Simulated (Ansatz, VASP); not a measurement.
**Two plane-wave programs on P**

File INCAR:

```
PREC = Accurate
ENCUT = 520
EDIFF = 1E-6
ISMEAR = 0
SIGMA = 0.15
LREAL = F
LASPH = T
NELM = 80
ALGO = Normal
ISIF = 2
LWAVE = F
LCHARG = T
GGA = PE
IVDW = 12
LELF = T
LVHAR = T
NBANDS = 8
```

KPOINTS

```
Automatic mesh
0
Gamma
  24 24 24
```

File POSCAR:

```
P
1.0
    2.4072602648      0.0000000000      0.0451361300
    0.0000000000      2.4072602648      0.0000000000
    0.0451381614      0.0000000000      2.4073686085
P
1
Direct
    0.0000000000      0.0000000000      0.0000000000
```

Input for Ansatz:

```yaml
crystal:
  lattice:
    - [2.4072602648, 0.0, 0.04513613]
    - [0.0, 2.4072602648, 0.0]
    - [0.0451381614, 0.0, 2.4073686085]
  atoms:
    - { symbol: P, position: [0.0, 0.0, 0.0] }
basis:
  ecutwfc: 420
kpoints:
  mp_grid: { grid: [24, 24, 24] }
hamiltonian:
  xc: pbe
  dispersion: d3bj
scf:
  occupations: { method: gaussian, width: 0.15 }
output:
  forces: true
  stress: true
  eigenvalues: true
```

Change from the starting cell: strain +0.0375 x Voigt [0, 0, 0, 0, 1, 0], atoms carried along.

Alike in both runs: task single point; functional PBE; dispersion D3(BJ); k mesh 24 × 24 × 24; occupations gaussian, width 0.15 eV; no spin polarisation.

|  | VASP | Ansatz |
| --- | --- | --- |
| version | VASP 6.6.1 | Ansatz 0.2.0 |
| potentials or method | VASP PAW PBE potentials, release 64 (P), cutoff 520 eV | scalar-relativistic, plane waves, PAW |
| valence electrons in the cell | 5 | 5 |

|  | VASP | Ansatz | Ansatz less VASP |
| --- | --- | --- | --- |
| gap on the k mesh at the Fermi level (eV) | none | none | - |
| pressure (GPa) | -0.4 | 0.0 | +0.34 |
| traceless stress, the component that is largest in VASP (GPa) | -2.43 | -2.43 | +0.008 |

A gap of «none» marks a metal or a gap that the smearing closes. Ansatz's warnings: near symmetry operations not taken.
